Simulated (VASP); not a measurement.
# Ga (Fm-3m) in VASP: a series of runs

The runs below take Ga through single point, with PBE.

Program: VASP 6.6.1. These are calculated values, not measurements. Logs are shortened: lines on timing, memory, paths and dates and some standing lists are left out, and cuts for length are marked.

### 1 The cell of the first run

Symmetry: Fm-3m, No. 225, cubic system. The conventional cell has a = 4.177 Å, b = 4.177 Å, c = 4.177 Å, α = 90.00°, β = 90.00°, γ = 90.00°. Ga (site symmetry m-3m) has 12 Ga at 2.95 Å within 3.9 Å.

### 2 Single point, PBE (volume scaled by 0.96)

INCAR

```
SYSTEM = Ga
  ALGO = Normal
  EDIFF = 1E-7
  ENCUT = 520
  GGA = PE
  ISIF = 2
  ISMEAR = -1
  LASPH = .TRUE.
  LCHARG = .FALSE.
  LREAL = .FALSE.
  LWAVE = .FALSE.
  NBANDS = 12
  NELM = 100
  PREC = Accurate
  SIGMA = 0.1
```

KPOINTS

```
k-points
0
G
  21 21 21
  0 0 0
```

POSCAR

```
Ga
1.0
    0.0000000000      2.0884590421      2.0884590421
    2.0884590421      0.0000000000      2.0884590421
    2.0884590421      2.0884590421      0.0000000000
Ga
1
Direct
    0.0000000000      0.0000000000      0.0000000000
```

Potentials or basis: VASP PAW PBE potentials, release 64 (Ga_d).

Started as:

```sh
$ cat potpaw_PBE.64/Ga_d/POTCAR > POTCAR
$ mpirun -np 1 vasp_std > vasp.out
```

OUTCAR:

```text
SYSTEM = Ga
   EDIFF = 1E-7
   ENCUT = 520
   GGA = PE
   ISIF = 2
   ISMEAR = -1
   LASPH = .TRUE.
   LREAL = .FALSE.
   NELM = 100
   PREC = Accurate

 ion  position               nearest neighbor table
   1  0.000  0.000  0.000-

  LATTYP: Found a face centered cubic cell.
 ALAT       =     4.1769180842

  Lattice vectors:

 A1 = (   0.0000000000,   2.0884590421,   2.0884590421)
 A2 = (   2.0884590421,   0.0000000000,   2.0884590421)
 A3 = (   2.0884590421,   2.0884590421,   0.0000000000)

Analysis of symmetry for initial positions (statically):
=====================================================================
 Subroutine PRICEL returns:
 Original cell was already a primitive cell.

 Routine SETGRP: Setting up the symmetry group for a
 face centered cubic supercell.

 Subroutine GETGRP returns: Found 48 space group operations
 (whereof 48 operations were pure point group operations)
 out of a pool of 48 trial point group operations.

The static configuration has the point symmetry O_h .

Analysis of symmetry for dynamics (positions and initial velocities):
=====================================================================
 Subroutine PRICEL returns:
 Original cell was already a primitive cell.

 Routine SETGRP: Setting up the symmetry group for a
 face centered cubic supercell.

 Subroutine GETGRP returns: Found 48 space group operations
 (whereof 48 operations were pure point group operations)
 out of a pool of 48 trial point group operations.

The dynamic configuration has the point symmetry O_h .

 Subroutine INISYM returns: Found 48 space group operations
 (whereof 48 operations are pure point group operations),
 and found     1 'primitive' translations

----------------------------------------------------------------------------------------

                                     Primitive cell

  volume of cell :      18.2183

  direct lattice vectors                    reciprocal lattice vectors
     0.000000000  2.088459042  2.088459042    -0.239410968  0.239410968  0.239410968
     2.088459042  0.000000000  2.088459042     0.239410968 -0.239410968  0.239410968
     2.088459042  2.088459042  0.000000000     0.239410968  0.239410968 -0.239410968

  length of vectors
     2.953527102  2.953527102  2.953527102     0.414671960  0.414671960  0.414671960

  position of ions in fractional coordinates (direct lattice)
     0.000000000  0.000000000  0.000000000

  ion indices of the primitive-cell ions
   primitive index   ion index
                 1           1

----------------------------------------------------------------------------------------

 KPOINTS: k-points

Automatic generation of k-mesh.
 Grid dimensions read from file:
 generate k-points for:   21   21   21

 Generating k-lattice:

  Cartesian coordinates                     Fractional coordinates (reciprocal lattice)
    -0.011400522  0.011400522  0.011400522     0.047619048  0.000000000  0.000000000
     0.011400522 -0.011400522  0.011400522     0.000000000  0.047619048  0.000000000
     0.011400522  0.011400522 -0.011400522     0.000000000  0.000000000  0.047619048

  Length of vectors
     0.019746284  0.019746284  0.019746284

  Shift w.r.t. Gamma in fractional coordinates (k-lattice)
     0.000000000  0.000000000  0.000000000

 Subroutine IBZKPT returns following result:
 ===========================================

 Found    286 irreducible k-points:

 Following reciprocal coordinates:
            Coordinates               Weight
  0.000000  0.000000  0.000000      1.000000
  0.047619  0.000000  0.000000      8.000000
  0.095238  0.000000  0.000000      8.000000
  0.142857  0.000000  0.000000      8.000000
  0.190476  0.000000  0.000000      8.000000
  0.238095  0.000000  0.000000      8.000000
[... 16 lines left out ...]
 -0.428571  0.047619  0.000000     24.000000
 -0.380952  0.047619  0.000000     24.000000
 [... further k-points ...]
   k-points           NKPTS =    286   k-points in BZ     NKDIM =    286   number of bands    NBANDS=     12
   number of dos      NEDOS =    301   number of ions     NIONS =      1
   total plane-waves  NPLWV =  13824
   dimension x,y,z NGX =    24 NGY =   24 NGZ =   24
   dimension x,y,z NGXF=    48 NGYF=   48 NGZF=   48
   ions per type =               1
   NGX,Y,Z   is equivalent  to a cutoff of  13.51, 13.51, 13.51 a.u.
   NGXF,Y,Z  is equivalent  to a cutoff of  27.02, 27.02, 27.02 a.u.
 SYSTEM =  Ga
   PREC   = accura    normal or accurate (medium, high low for compatibility)
   ISTART =      0    job   : 0-new  1-cont  2-samecut
   ICHARG =      2    charge: 1-file 2-atom 10-const
   ISPIN  =      1    spin polarized calculation?
   LNONCOLLINEAR =      F non collinear calculations
   LSORBIT =      F    spin-orbit coupling
   LASPH  =      T    aspherical Exc in radial PAW
   ENCUT  =  520.0 eV  38.22 Ry    6.18 a.u.   5.49  5.49  5.49*2*pi/ulx,y,z
   NELM   =    100;   NELMIN=  2; NELMDL= -5     # of ELM steps
   EDIFF  = 0.1E-06   stopping-criterion for ELM
   LREAL  =      F    real-space projection
   EDIFFG = 0.1E-05   stopping-criterion for IOM
   NSW    =      0    number of steps for IOM
   IBRION =     -1    ionic relax: 0-MD 1-quasi-New 2-CG
   NFREE  =      0    steps in history (QN), initial steepest desc. (CG)
   ISIF   =      2    stress and relaxation
   ISYM   =      2    0-nonsym 1-usesym 2-fastsym
   POTIM  = 0.5000    time-step for ionic-motion
   TEBEG  =    0.0;   TEEND  =   0.0 temperature during run
   PSTRESS=    0.0 pullay stress
   NELECT =      13.0000    total number of electrons
   NUPDOWN=      -1.0000    fix difference up-down
   EMIN   =  10.00;   EMAX   =-10.00  energy-range for DOS
   EFERMI =   0.00;   METHOD = LEGACY
   ISMEAR =    -1;   SIGMA  =   0.10  broadening in eV -4-tet -1-fermi 0-gaus
   EFERMI_NEDOS =   21; number of points for ismear=-14 and -15
   IALGO  =     38    algorithm
   IMIX   =      4    mixing-type and parameters
     AMIX     =   0.40;   BMIX     =  1.00
     AMIX_MAG =   1.60;   BMIX_MAG =  1.00
  volume/ion in A,a.u.               =      18.22       122.94
  Fermi-wavevector in a.u.,A,eV,Ry     =   1.462918  2.764514 29.118224  2.140129
  Thomas-Fermi vector in A             =   2.579075
   LORBIT       =      0    0 simple, 1 ext, 2 COOP (PROOUT), +10 PAW based schemes
   GGA     = PE    functional components
   LHFCALC =     F    Hartree Fock is set to
   AEXX    =    0.0000 exact exchange contribution
   IVDW    =     0    specifies the selected vdW correction
   LEPSILON=     F    determine dielectric tensor
   LRPA    =     F    only Hartree local field effects (RPA)
 non-spin polarized calculation
  energy-cutoff  :      520.00
  volume of cell :       18.22
 maximum number of plane-waves:       531
 NGX is ok and might be reduce to    24
   NGX = 11   NGY = 11   NGZ = 11

 number of electron      12.9999997 magnetization

 Free energy of the ion-electron system (eV)
  ---------------------------------------------------
  ext. energy  EPLUGINS =         0.00000000
  ---------------------------------------------------
  free energy    TOTEN  =        -2.88962475 eV

  energy without entropy =       -2.87672568  energy(sigma->0) =       -2.88317522

 E-fermi :   5.9351     XC(G=0): -11.1958

 val. band max:        5.9061399849   @ k =  -0.3333   0.4286   0.0952
 cond. band min:       5.9488759563   @ k =  -0.4762   0.3333   0.0000
 fundamental gap:      0.0427359714
 Fermi energy:         5.9350554638

 k-point     1 :       0.0000    0.0000    0.0000
  band No.  band energies     occupation
      1      -9.0459      2.00000
      2      -9.0459      2.00000
      3      -9.0459      2.00000
      4      -8.9143      2.00000
      5      -8.9143      2.00000
      6      -5.4275      2.00000
      7      18.5008      0.00000
      8      18.5008      0.00000
      9      18.5008      0.00000
     10      21.9153      0.00000
     11      22.2827      0.00000
     12      22.2828      0.00000

 k-point     2 :       0.0476    0.0000    0.0000
  band No.  band energies     occupation
      1      -9.0468      2.00000
      2      -9.0429      2.00000
      3      -9.0429      2.00000
      4      -8.9149      2.00000
      5      -8.9149      2.00000
      6      -5.3678      2.00000
      7      17.6661      0.00000
      8      18.3612      0.00000
      9      18.3612      0.00000
     10      21.1726      0.00000
     11      22.5086      0.00000
     12      22.5087      0.00000

 k-point     3 :       0.0952    0.0000    0.0000
  band No.  band energies     occupation
      1      -9.0498      2.00000
      2      -9.0347      2.00000
      3      -9.0347      2.00000
      4      -8.9157      2.00000
      5      -8.9157      2.00000
      6      -5.1881      2.00000
      7      15.9003      0.00000
      8      18.0237      0.00000
      9      18.0237      0.00000
     10      20.8230      0.00000
     11      23.0860      0.00000
     12      23.0860      0.00000
[... 286 lines left out ...]
 k-point    23 :      -0.4286    0.0476    0.0000
  band No.  band energies     occupation
      1      -9.1256      2.00000
      2      -9.0400      2.00000
      3      -9.0349      2.00000
      4      -8.8131      2.00000
      5      -8.8092      2.00000
      6      -0.0933      2.00000
      7       3.0152      2.00000
      8      15.2465      0.00000
      9      16.0976      0.00000
     10      19.7031      0.00000
     11      20.8804      0.00000
     12      21.4979      0.00000

 k-point    24 :      -0.3810    0.0476    0.0000
  band No.  band energies     occupation
      1      -9.1176      2.00000
      2      -9.0346      2.00000
      3      -9.0305      2.00000
      4      -8.8301      2.00000
      5      -8.8187      2.00000
      6      -1.1497      2.00000
      7       4.4584      2.00000
      8      15.1741      0.00000
      9      16.3919      0.00000
     10      20.0300      0.00000
     11      20.9681      0.00000
     12      21.4068      0.00000

 [... further k-points ...]

------------------------ aborting loop because EDIFF is reached ----------------------------------------

  FORCE on cell =-STRESS in cart. coord.  units (eV):
  Direction    XX          YY          ZZ          XY          YZ          ZX
  --------------------------------------------------------------------------------------
  -------------------------------------------------------------------------------------
  Total        0.2448398      0.2448398      0.2448398     -0.0000000     -0.0000000      0.0000000
  in kB       21.5320170     21.5320170     21.5320170     -0.0000000     -0.0000000      0.0000000
  external PRESSURE =      21.5320170 kB  Pullay stress =       0.0000000 kB

 VOLUME and BASIS-vectors are now :
 -----------------------------------------------------------------------------
  energy-cutoff  :      520.00
  volume of cell :       18.22
      direct lattice vectors                 reciprocal lattice vectors
     0.000000000  2.088459042  2.088459042    -0.239410968  0.239410968  0.239410968
     2.088459042  0.000000000  2.088459042     0.239410968 -0.239410968  0.239410968
     2.088459042  2.088459042  0.000000000     0.239410968  0.239410968 -0.239410968

 POSITION                                       TOTAL-FORCE (eV/Angst)
 -----------------------------------------------------------------------------------
      0.00000      0.00000      0.00000        -0.000000      0.000000     -0.000000
 -----------------------------------------------------------------------------------
    total drift:                                0.000000      0.000000      0.000000

  FREE ENERGIE OF THE ION-ELECTRON SYSTEM (eV)
  ---------------------------------------------------
  free  energy   TOTEN  =        -2.8896247535 eV

  energy  without entropy=       -2.8767256767  energy(sigma->0) =       -2.88317522
```

It took 16 s on 1 thread of Intel Xeon 6975P-C (Granite Rapids), shared host; peak memory 0.18 GiB.

Results:

* Free energy: -2.8896 eV
* Pressure: 2.2 GPa

Levels at points of the mesh, in eV from the Fermi level:
| k point | band 4 | band 5 | band 6 | band 7 | band 8 | band 9 |
| --- | --- | --- | --- | --- | --- | --- |
| (0.00, 0.00, 0.00) | -14.85 | -14.85 | -11.36 | 12.57 | 12.57 | 12.57 |

Caveat: the cell differs from its parent crystal (volume scaled by 0.96).

### 3 Single point, PBE

This run uses another cell than the first one, of 18.98 Å³/atom, 1.042 times its volume.

INCAR

```
SYSTEM = Ga
  ALGO = Normal
  EDIFF = 1E-6
  ENCUT = 520
  GGA = PE
  ISIF = 2
  ISMEAR = -1
  LASPH = .TRUE.
  LCHARG = .TRUE.
  LELF = .TRUE.
  LREAL = .FALSE.
  LVHAR = .TRUE.
  LWAVE = .FALSE.
  NBANDS = 12
  NELM = 100
  PREC = Accurate
  SIGMA = 0.1
```

KPOINTS is that of step 2.

POSCAR

```
Ga
1.0
    0.0000000000      2.1170716256      2.1170716256
    2.1170716256      0.0000000000      2.1170716256
    2.1170716256      2.1170716256      0.0000000000
Ga
1
Direct
    0.0000000000      0.0000000000      0.0000000000
```

Potentials or basis: VASP PAW PBE potentials, release 64 (Ga_d).

Started as:

```sh
$ cat potpaw_PBE.64/Ga_d/POTCAR > POTCAR
$ mpirun -np 1 vasp_std > vasp.out
```

OUTCAR:

```text
SYSTEM = Ga
   EDIFF = 1E-6
   ENCUT = 520
   GGA = PE
   ISIF = 2
   ISMEAR = -1
   LASPH = .TRUE.
   LREAL = .FALSE.
   NELM = 100
   PREC = Accurate

 ion  position               nearest neighbor table
   1  0.000  0.000  0.000-

  LATTYP: Found a face centered cubic cell.
 ALAT       =     4.2341432512

  Lattice vectors:

 A1 = (   0.0000000000,   2.1170716256,   2.1170716256)
 A2 = (   2.1170716256,   0.0000000000,   2.1170716256)
 A3 = (   2.1170716256,   2.1170716256,   0.0000000000)

Analysis of symmetry for initial positions (statically):
=====================================================================
 Subroutine PRICEL returns:
 Original cell was already a primitive cell.

 Routine SETGRP: Setting up the symmetry group for a
 face centered cubic supercell.

 Subroutine GETGRP returns: Found 48 space group operations
 (whereof 48 operations were pure point group operations)
 out of a pool of 48 trial point group operations.

The static configuration has the point symmetry O_h .

Analysis of symmetry for dynamics (positions and initial velocities):
=====================================================================
 Subroutine PRICEL returns:
 Original cell was already a primitive cell.

 Routine SETGRP: Setting up the symmetry group for a
 face centered cubic supercell.

 Subroutine GETGRP returns: Found 48 space group operations
 (whereof 48 operations were pure point group operations)
 out of a pool of 48 trial point group operations.

The dynamic configuration has the point symmetry O_h .

 Subroutine INISYM returns: Found 48 space group operations
 (whereof 48 operations are pure point group operations),
 and found     1 'primitive' translations

----------------------------------------------------------------------------------------

                                     Primitive cell

[... 112 lines left out ...]
   LORBIT       =      0    0 simple, 1 ext, 2 COOP (PROOUT), +10 PAW based schemes
   GGA     = PE    functional components
   LHFCALC =     F    Hartree Fock is set to
   AEXX    =    0.0000 exact exchange contribution
   IVDW    =     0    specifies the selected vdW correction
   LEPSILON=     F    determine dielectric tensor
   LRPA    =     F    only Hartree local field effects (RPA)
 non-spin polarized calculation
  energy-cutoff  :      520.00
  volume of cell :       18.98
 maximum number of plane-waves:       532
   NGX = 11   NGY = 11   NGZ = 11

 number of electron      13.0000010 magnetization

 Free energy of the ion-electron system (eV)
  ---------------------------------------------------
  ext. energy  EPLUGINS =         0.00000000
  ---------------------------------------------------
  free energy    TOTEN  =        -2.89446570 eV

  energy without entropy =       -2.88116219  energy(sigma->0) =       -2.88781394

 E-fermi :   5.5411     XC(G=0): -10.9913

 val. band max:        5.5029861517   @ k =  -0.4762   0.3333   0.0000
 cond. band min:       5.5600607421   @ k =  -0.2857   0.4762   0.2381
 fundamental gap:      0.0570745903
 Fermi energy:         5.5411155069

 k-point     1 :       0.0000    0.0000    0.0000
  band No.  band energies     occupation
      1      -9.3931      2.00000
      2      -9.3931      2.00000
      3      -9.3931      2.00000
      4      -9.2746      2.00000
      5      -9.2746      2.00000
      6      -5.4962      2.00000
      7      17.6577      0.00000
      8      17.6577      0.00000
      9      17.6577      0.00000
     10      21.3055      0.00000
     11      21.5295      0.00000
     12      21.5295      0.00000
[... 331 lines left out ...]
 k-point    24 :      -0.3810    0.0476    0.0000
  band No.  band energies     occupation
      1      -9.4526      2.00000
      2      -9.3826      2.00000
      3      -9.3790      2.00000
      4      -9.1981      2.00000
      5      -9.1876      2.00000
      6      -1.3603      2.00000
      7       4.1145      2.00000
      8      14.4818      0.00000
      9      15.6381      0.00000
     10      19.3946      0.00000
     11      20.2696      0.00000
     12      20.5587      0.00000

 [... further k-points ...]

------------------------ aborting loop because EDIFF is reached ----------------------------------------

  FORCE on cell =-STRESS in cart. coord.  units (eV):
  Direction    XX          YY          ZZ          XY          YZ          ZX
  --------------------------------------------------------------------------------------
  -------------------------------------------------------------------------------------
  Total       -0.0081773     -0.0081773     -0.0081773     -0.0000000     -0.0000000      0.0000000
  in kB       -0.6903758     -0.6903758     -0.6903758     -0.0000000     -0.0000000      0.0000000
  external PRESSURE =      -0.6903758 kB  Pullay stress =       0.0000000 kB

 VOLUME and BASIS-vectors are now :
 -----------------------------------------------------------------------------
  energy-cutoff  :      520.00
  volume of cell :       18.98
      direct lattice vectors                 reciprocal lattice vectors
     0.000000000  2.117071626  2.117071626    -0.236175288  0.236175288  0.236175288
     2.117071626  0.000000000  2.117071626     0.236175288 -0.236175288  0.236175288
     2.117071626  2.117071626  0.000000000     0.236175288  0.236175288 -0.236175288

 POSITION                                       TOTAL-FORCE (eV/Angst)
 -----------------------------------------------------------------------------------
      0.00000      0.00000      0.00000        -0.000000     -0.000000     -0.000000
 -----------------------------------------------------------------------------------
    total drift:                                0.000000      0.000000      0.000000

  FREE ENERGIE OF THE ION-ELECTRON SYSTEM (eV)
  ---------------------------------------------------
  free  energy   TOTEN  =        -2.8944656953 eV

  energy  without entropy=       -2.8811621917  energy(sigma->0) =       -2.88781394
```

OSZICAR:

```text
N       E                     dE             d eps       ncg     rms          rms(c)
DAV:   1     0.443106642724E+02    0.44311E+02   -0.66938E+03  7360   0.187E+03
DAV:   2    -0.730703528791E+00   -0.45041E+02   -0.43202E+02  7184   0.263E+02
DAV:   3    -0.290307534686E+01   -0.21724E+01   -0.21679E+01  7956   0.460E+01
DAV:   4    -0.292111330858E+01   -0.18038E-01   -0.18035E-01  8016   0.452E+00
DAV:   5    -0.292130304677E+01   -0.18974E-03   -0.18973E-03  8264   0.438E-01    0.818E-01
DAV:   6    -0.289999859741E+01    0.21304E-01   -0.33139E-02  8528   0.365E+00    0.419E-01
DAV:   7    -0.289500402106E+01    0.49946E-02   -0.65454E-03 10124   0.134E+00    0.115E-01
DAV:   8    -0.289446114180E+01    0.54288E-03   -0.60925E-04  8248   0.448E-01    0.864E-03
DAV:   9    -0.289446522253E+01   -0.40807E-05   -0.61258E-06  9544   0.363E-02    0.313E-03
DAV:  10    -0.289446569530E+01   -0.47278E-06   -0.20051E-07  5424   0.678E-03
   1 F= -.28944657E+01 E0= -.28878139E+01  d E =-.133035E-01
```

Run time: 16 s. Hardware: 1 thread of Intel Xeon 6975P-C (Granite Rapids), shared host; peak memory 0.18 GiB.

What came out:

* Free energy: -2.8945 eV
* Pressure: -0.1 GPa
